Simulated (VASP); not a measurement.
A run of VASP 6.6.1:

Contents of INCAR:

```
  PREC = Accurate
  ENCUT = 520
  EDIFF = 1E-6
  ISMEAR = 0
  SIGMA = 0.1
  LREAL = F
  LASPH = T
  NELM = 100
  ALGO = Normal
  ISIF = 2
  LWAVE = F
  LCHARG = T
  GGA = PE
  LELF = T
  LVHAR = T
  NBANDS = 34
```

Contents of KPOINTS:

```
Automatic mesh
0
Gamma
  10 10 10
```

Contents of POSCAR:

```
Ta3BN3
1.0
   -2.1836164379      2.1836164379      4.3284483489
    2.1836164379     -2.1836164379      4.3284483489
    2.1836164379      2.1836164379     -4.3284483489
Ta B N
3 1 3
Direct
    0.6145317377      0.1145317377      0.5000000000
    0.1145317377      0.6145317377      0.5000000000
    0.8595763377      0.8595763377      0.0000000000
    0.6018464319      0.6018464319      0.0000000000
    0.8607077053      0.3607077053      0.5000000000
    0.3607077053      0.8607077053      0.5000000000
    0.1087555843      0.1087555843      0.0000000000
```

Potentials or basis: VASP PAW PBE potentials, release 64 (Ta_pv, B, N).

Command:

```sh
$ cat potpaw_PBE.64/Ta_pv/POTCAR potpaw_PBE.64/B/POTCAR potpaw_PBE.64/N/POTCAR > POTCAR
$ mpirun -np 1 vasp_std > vasp.out
```

Hardware: 1 thread of Intel Xeon 8259CL, with other jobs on the host.

**Question.** How long does it take, and how much memory?

**Answer.** It took 11 min on 1 thread of Intel Xeon 8259CL (shared host), peak memory 0.41 GiB. Counts: scf iterations 15, k points 102.
